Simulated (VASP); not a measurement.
A run of VASP 6.6.1 is set up as follows.

Contents of INCAR:

```
SYSTEM = Si
ALGO = Normal
EDIFF = 1E-6
ENCUT = 520
GGA = PS
ISIF = 2
ISMEAR = 0
LASPH = .TRUE.
LCHARG = .FALSE.
LREAL = .FALSE.
LWAVE = .FALSE.
NBANDS = 11
NELM = 80
PREC = Accurate
SIGMA = 0.02
```

Contents of KPOINTS:

```
k-points
0
G
  12 12 12
  0 0 0
```

The input POSCAR:

```
Si
1.0
    0.0000000000      2.7169169100      2.7169169100
    2.7169169100      0.0000000000      2.7169169100
    2.7169169100      2.7169169100      0.0000000000
Si
2
Direct
    0.0000000000      0.0000000000      0.0000000000
    0.2500000000      0.2500000000      0.2500000000
```

Potentials or basis: VASP PAW PBE potentials, release 64 (Si).

Launch:

```bash
$ cat potpaw_PBE.64/Si/POTCAR > POTCAR
$ mpirun -np 1 vasp_std > vasp.out
```

Question: Predict the pressure.

Answer: 0.1 GPa.

Question: Estimate the band gap on the k mesh.

Answer: 0.46 eV, indirect (least direct gap 2.52 eV).

Caveat: the PAW data sets were made with another functional, which shifts forces and pressure a little. A k mesh can miss the band edges.
